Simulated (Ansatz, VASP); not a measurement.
## Two plane-wave programs on Cl

```
CELL_PARAMETERS angstrom
3.66114 2.11376 8.30080
-3.66114 2.11376 8.30080
0.00000 -4.22752 8.30080
ATOMIC_POSITIONS crystal
Cl 0.04459 0.53185 0.04459
Cl 0.04459 0.04459 0.53185
Cl 0.53185 0.04459 0.04459
Cl 0.95541 0.46815 0.95541
Cl 0.46815 0.95541 0.95541
Cl 0.95541 0.95541 0.46815
Cl 0.20850 0.57832 0.20850
Cl 0.20850 0.20850 0.57832
Cl 0.57832 0.20850 0.20850
Cl 0.79150 0.42168 0.79150
Cl 0.42168 0.79150 0.79150
Cl 0.79150 0.79150 0.42168
```

Alike in both runs: functional PBE; k mesh 3 × 3 × 3; occupations gaussian, width 0.1 eV; no spin polarisation.

Ansatz relaxed the structure, and its values are those at the end. VASP's run is a single point on that final structure, the one shown.

|  | VASP | Ansatz |
| --- | --- | --- |
| version | VASP 6.6.1 | Ansatz 0.2.0 |
| potentials or method | VASP PAW PBE potentials, release 64 (Cl), cutoff 520 eV | scalar-relativistic, plane waves, PAW |
| valence electrons in the cell | 84 | 84 |

|  | VASP | Ansatz | Ansatz less VASP |
| --- | --- | --- | --- |
| gap on the k mesh at the Fermi level (eV) | 0.03 | 0.03 | -0.002 |
| least direct gap on the mesh (eV) | 0.24 | 0.24 | -0.002 |
| pressure (GPa) | -0.2 | 0.1 | +0.21 |
| rms of the force components (eV/Å) | 0.087 | 0.012 | -0.0752 |

The functional is the same, so the differences come from potentials, cutoffs and numerics.
